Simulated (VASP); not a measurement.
# AlO2 (Pnma) in VASP: single point with PBE

Aim: the single point of AlO2 with PBE.

Everything below comes from runs of VASP 6.6.1. Logs are shortened: lines on timing, memory, paths and dates and some standing lists are left out, and cuts for length are marked.

## Step 1: The cell of the first run

The structure is orthorhombic, space group Pnma (No. 62). The conventional cell has a = 9.354 Å, b = 2.919 Å, c = 4.810 Å, α = 90.00°, β = 90.00°, γ = 90.00°. Al (site symmetry m) has 6 O at 1.81 to 2.13 Å within 2.4 Å. O (site symmetry m) has 3 Al at 1.81 to 1.82 Å within 2.4 Å. Within 2.5 Å of O (site symmetry m) lie 3 Al at 1.90 to 2.13 Å and 2 O at 2.16 Å.

## Step 2: Single point, PBE, collinear spin, ferromagnetic start

File INCAR:

```
PREC = Accurate ; ENCUT = 520
EDIFF = 1E-7 ; ISMEAR = 0
SIGMA = 0.1 ; LREAL = False
LASPH = True ; NELM = 150
ALGO = Normal ; ISIF = 2
LWAVE = False ; LCHARG = False
ISPIN = 2 ; MAGMOM = 0 0 0 0 0.29 0.29 0.29 0.29 0.7 0.7 0.7 0.7
LORBIT = 11 ; GGA = PE
NBANDS = 46
```

File KPOINTS:

```
Automatic mesh
0
Gamma
  2 8 4
```

File POSCAR:

```
AlO2
1.0
    9.3542922656      0.0000000000      0.0000000000
    0.0000000000      2.9186306041      0.0000000000
    0.0000000000      0.0000000000      4.8101938077
Al O
4 8
Direct
    0.1630663259      0.2500000000      0.9571911373
    0.8369336741      0.7500000000      0.0428088627
    0.3369336741      0.7500000000      0.4571911373
    0.6630663259      0.2500000000      0.5428088627
    0.7712899725      0.2500000000      0.2309144111
    0.2287100275      0.7500000000      0.7690855889
    0.7287100275      0.7500000000      0.7309144111
    0.2712899725      0.2500000000      0.2690855889
    0.9687594050      0.2500000000      0.8453735817
    0.0312405950      0.7500000000      0.1546264183
    0.5312405950      0.7500000000      0.3453735817
    0.4687594050      0.2500000000      0.6546264183
```

Potentials or basis: VASP PAW PBE potentials, release 64 (Al, O).

Launch:

```bash
$ cat potpaw_PBE.64/Al/POTCAR potpaw_PBE.64/O/POTCAR > POTCAR
$ mpirun -np 1 vasp_std > vasp.out
```

OUTCAR:

```text
PREC = Accurate
   ENCUT = 520
   EDIFF = 1E-7
   ISMEAR = 0
   LREAL = False
   LASPH = True
   NELM = 150
   ISIF = 2
   ISPIN = 2
   LORBIT = 11
   GGA = PE

 ion  position               nearest neighbor table
   1  0.163  0.250  0.957-   8 1.81   6 1.82   6 1.82   9 1.90  10 2.13  10 2.13   3 3.25   3 3.25
                             3 3.25   3 3.25
   2  0.837  0.750  0.043-   7 1.81   5 1.82   5 1.82  10 1.90   9 2.13   9 2.13   4 3.25   4 3.25
                             4 3.25   4 3.25
   3  0.337  0.750  0.457-   6 1.81   8 1.82   8 1.82  11 1.90  12 2.13  12 2.13   1 3.25   1 3.25
                             1 3.25   1 3.25
   4  0.663  0.250  0.543-   5 1.81   7 1.82   7 1.82  12 1.90  11 2.13  11 2.13   2 3.25   2 3.25
                             2 3.25   2 3.25
   5  0.771  0.250  0.231-   4 1.81   2 1.82   2 1.82
   6  0.229  0.750  0.769-   3 1.81   1 1.82   1 1.82
   7  0.729  0.750  0.731-   2 1.81   4 1.82   4 1.82
   8  0.271  0.250  0.269-   1 1.81   3 1.82   3 1.82
   9  0.969  0.250  0.845-   1 1.90   2 2.13   2 2.13
  10  0.031  0.750  0.155-   2 1.90   1 2.13   1 2.13
  11  0.531  0.750  0.345-   3 1.90   4 2.13   4 2.13
  12  0.469  0.250  0.655-   4 1.90   3 2.13   3 2.13

  LATTYP: Found a simple orthorhombic cell.
 ALAT       =     2.9186306041
 B/A-ratio  =     1.6480995577
 C/A-ratio  =     3.2050278142

  Lattice vectors:

 A1 = (   0.0000000000,   2.9186306041,   0.0000000000)
 A2 = (   0.0000000000,   0.0000000000,   4.8101938077)
 A3 = (   9.3542922656,   0.0000000000,   0.0000000000)

Analysis of symmetry for initial positions (statically):
=====================================================================
 Subroutine PRICEL returns:
 Original cell was already a primitive cell.

 Routine SETGRP: Setting up the symmetry group for a
 simple orthorhombic supercell.

 Subroutine GETGRP returns: Found  8 space group operations
 (whereof  2 operations were pure point group operations)
 out of a pool of  8 trial point group operations.

The static configuration has the point symmetry S_2 .
 The point group associated with its full space group is D_2h.

Analysis of symmetry for dynamics (positions and initial velocities):
=====================================================================
 Subroutine PRICEL returns:
 Original cell was already a primitive cell.

 Routine SETGRP: Setting up the symmetry group for a
 simple orthorhombic supercell.

 Subroutine GETGRP returns: Found  8 space group operations
 (whereof  2 operations were pure point group operations)
[... 198 lines left out ...]
      1     -16.9888      1.00000
      2     -16.7638      1.00000
      3     -15.2005      1.00000
      4     -14.7168      1.00000
      5     -14.2338      1.00000
      6     -13.9722      1.00000
[... 1069 lines left out ...]
     41      14.6821      0.00000
     42      14.6821      0.00000

 [... further k-points ...]

 spin component 2

 k-point     1 :       0.0000    0.0000    0.0000
  band No.  band energies     occupation
      1     -15.9624      1.00000
      2     -15.4100      1.00000
      3     -15.0681      1.00000
      4     -14.2619      1.00000
      5     -13.9350      1.00000
      6     -13.8563      1.00000
[... 1069 lines left out ...]
     41      14.8635      0.00000
     42      14.8635      0.00000

 [... further k-points ...]

 [bands above 42 left out]

------------------------ aborting loop because EDIFF is reached ----------------------------------------

  FORCE on cell =-STRESS in cart. coord.  units (eV):
  Direction    XX          YY          ZZ          XY          YZ          ZX
  --------------------------------------------------------------------------------------
  -------------------------------------------------------------------------------------
  Total       -0.0924102     -0.0100941      0.1650590      0.0000000      0.0000000      0.0000000
  in kB       -1.1273997     -0.1231472      2.0137115      0.0000000      0.0000000      0.0000000
  external PRESSURE =       0.2543882 kB  Pullay stress =       0.0000000 kB

 VOLUME and BASIS-vectors are now :
 -----------------------------------------------------------------------------
  energy-cutoff  :      520.00
  volume of cell :      131.33
      direct lattice vectors                 reciprocal lattice vectors
     9.354292266  0.000000000  0.000000000     0.106902796  0.000000000  0.000000000
     0.000000000  2.918630604  0.000000000     0.000000000  0.342626435  0.000000000
     0.000000000  0.000000000  4.810193808     0.000000000  0.000000000  0.207891831

 POSITION                                       TOTAL-FORCE (eV/Angst)
 -----------------------------------------------------------------------------------
      1.52537      0.72966      4.60427        -0.036983      0.000000      0.001808
      7.82892      2.18897      0.20592         0.036983      0.000000     -0.001808
      3.15178      2.18897      2.19918         0.036983     -0.000000      0.001808
      6.20252      0.72966      2.61102        -0.036983      0.000000     -0.001808
      7.21487      0.72966      1.11074        -0.013838     -0.000000      0.006328
      2.13942      2.18897      3.69945         0.013838      0.000000     -0.006328
      6.81657      2.18897      3.51584         0.013838     -0.000000      0.006328
      2.53773      0.72966      1.29435        -0.013838      0.000000     -0.006328
      9.06206      0.72966      4.06641        -0.006206      0.000000     -0.013894
      0.29223      2.18897      0.74378         0.006206      0.000000      0.013894
      4.96938      2.18897      1.66131         0.006206      0.000000     -0.013894
      4.38491      0.72966      3.14888        -0.006206      0.000000      0.013894
 -----------------------------------------------------------------------------------
    total drift:                                0.000000      0.000000      0.000000

  FREE ENERGIE OF THE ION-ELECTRON SYSTEM (eV)
  ---------------------------------------------------
  free  energy   TOTEN  =       -80.5878860978 eV

  energy  without entropy=      -80.5871781252  energy(sigma->0) =      -80.58753211

 total charge

# of ion       s       p       d       tot
------------------------------------------
    1        0.317   0.396   0.000   0.712
    2        0.317   0.396   0.000   0.712
    3        0.317   0.396   0.000   0.712
    4        0.317   0.396   0.000   0.712
    5        1.546   3.626   0.000   5.172
    6        1.546   3.626   0.000   5.172
    7        1.546   3.626   0.000   5.172
    8        1.546   3.626   0.000   5.172
    9        1.598   3.292   0.000   4.890
   10        1.598   3.292   0.000   4.890
   11        1.598   3.292   0.000   4.890
   12        1.598   3.292   0.000   4.890
--------------------------------------------------
tot         13.843  29.255   0.000  43.098

 magnetization (x)

# of ion       s       p       d       tot
------------------------------------------
    1       -0.005  -0.006   0.000  -0.011
    2       -0.005  -0.006   0.000  -0.011
    3       -0.005  -0.006   0.000  -0.011
    4       -0.005  -0.006   0.000  -0.011
    5        0.001   0.056   0.000   0.056
    6        0.001   0.056   0.000   0.056
    7        0.001   0.056   0.000   0.056
    8        0.001   0.056   0.000   0.056
    9        0.011   0.794   0.000   0.805
   10        0.011   0.794   0.000   0.805
   11        0.011   0.794   0.000   0.805
   12        0.011   0.794   0.000   0.805
--------------------------------------------------
tot          0.027   3.372   0.000   3.399
```

stdout:

```text
POSCAR found type information on POSCAR AlO
 POSCAR found :  2 types and      12 ions
 scaLAPACK will be used
 LDA part: xc-table for (Slater+PW92), standard interpolation
 POSCAR, INCAR and KPOINTS ok, starting setup
 FFT: planning ... GRIDC
 FFT: planning ... GRID_SOFT
 FFT: planning ... GRID
 WAVECAR not read
 entering main loop
```

It took 6.3 min on 1 thread of Intel Xeon Platinum 8488C (Sapphire Rapids), shared host; peak memory 0.42 GiB.

What came out:

```
Free energy                                           : -80.5879 eV
Pressure                                              : 0.0 GPa
Largest force                                         : 0.037 eV/Å
Band gap on the k mesh                                : 0.16 eV (least direct gap 0.43 eV)
Net moment                                            : 4.00 μB per cell
Site moments                                          : Al -0.01; O +0.06, +0.81 (each value once) μB
Valence electrons inside the program's atomic spheres : Al 0.71; O 5.17, 4.89 (each value once)
```

Forces in eV/Å, atoms in the order of the input:
```
Al  -0.037  0.000  0.002
Al   0.037  0.000 -0.002
Al   0.037  0.000  0.002
Al  -0.037  0.000 -0.002
O   -0.014  0.000  0.006
O    0.014  0.000 -0.006
O    0.014  0.000  0.006
O   -0.014  0.000 -0.006
O   -0.006  0.000 -0.014
O    0.006  0.000  0.014
O    0.006  0.000 -0.014
O   -0.006  0.000  0.014
```

A k mesh can miss the band edges.
